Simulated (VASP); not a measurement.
Runs of VASP 6.6.1 on Cu. The structure is hexagonal, space group P6_3/mmc (No. 194). Conventional cell: a = 2.534 Å, b = 2.534 Å, c = 4.113 Å, α = 90.00°, β = 90.00°, γ = 120.00°. Within 3.3 Å of Cu (site symmetry -6m2) lie 12 Cu at 2.52 to 2.53 Å. 

| smearing | gap on the mesh (eV) | pressure (GPa) |
| --- | --- | --- |
| methfessel-paxton 0.1 eV | none | -0.4 |
| methfessel-paxton 0.3 eV | none | -0.3 |
| methfessel-paxton 0.2 eV | none | -0.5 |
| methfessel-paxton 0.5 eV | none | (a) |

Alike in all rows: task single point; level PBEsol; potentials or basis VASP PAW PBE potentials, release 64 (Cu); no spin polarisation; cell as given; k mesh 6 × 6 × 3; cutoff (eV) 520.

Q: Estimate the missing entries.

A: (a) -0.1.

Caveats: all runs use coarse meshes; the PAW data sets were made with another functional, which shifts forces and pressure a little.

A gap of «none» marks levels without a gap at the run's occupations.
